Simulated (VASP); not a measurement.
Here is a VASP 6.6.1 calculation.

File INCAR:

```
ALGO     = Normal         # electronic algorithm
EDIFF    = 1E-6           # SCF threshold, eV
ENCUT    = 520            # plane-wave cutoff, eV
GGA      = PE             # functional
ISIF     = 2              # what is computed and relaxed
ISMEAR   = -1             # smearing method
IVDW     = 13             # dispersion correction
LASPH    = True           # aspherical terms in the spheres
LCHARG   = False          # write CHGCAR
LREAL    = False          # projectors in reciprocal space
LWAVE    = False          # write WAVECAR
NBANDS   = 33             # bands
NELM     = 60             # most SCF steps
PREC     = Accurate       # precision mode
SIGMA    = 0.1            # smearing width, eV
```

The input KPOINTS:

```
k-points
0
Gamma
  5 5 8
```

Contents of POSCAR:

```
TaN
1.0
    4.9792435155      0.0000000000      0.0000000000
   -2.4896217577      4.3121513779      0.0000000000
    0.0000000000      0.0000000000      2.7895646408
Ta N
3 3
Direct
    0.3333333333      0.6666666667      0.5000000000
    0.6666666667      0.3333333333      0.5000000000
    0.0000000000      0.0000000000      0.0000000000
    0.3928500000      0.0000000000      0.0000000000
    0.6071500000      0.6071500000      0.0000000000
    0.0000000000      0.3928500000      0.0000000000
```

Potentials or basis: VASP PAW PBE potentials, release 64 (Ta_pv, N).

The run is started by

```bash
$ cat potpaw_PBE.64/Ta_pv/POTCAR potpaw_PBE.64/N/POTCAR > POTCAR
$ mpirun -np 1 vasp_std > vasp.out
```

(1) What does it give for the band gap on the k mesh?

(2) What does it give for the dispersion energy per atom?

(3) What does it give for the largest force?

Answers

(1) zero (band 24 reaches 12.06 eV, above the bottom of band 25 at 8.49 eV).

(2) -0.347 eV.

(3) 0.628 eV/Å.

Caveat: spin-orbit coupling is left out, which moves the levels of the heavy elements.
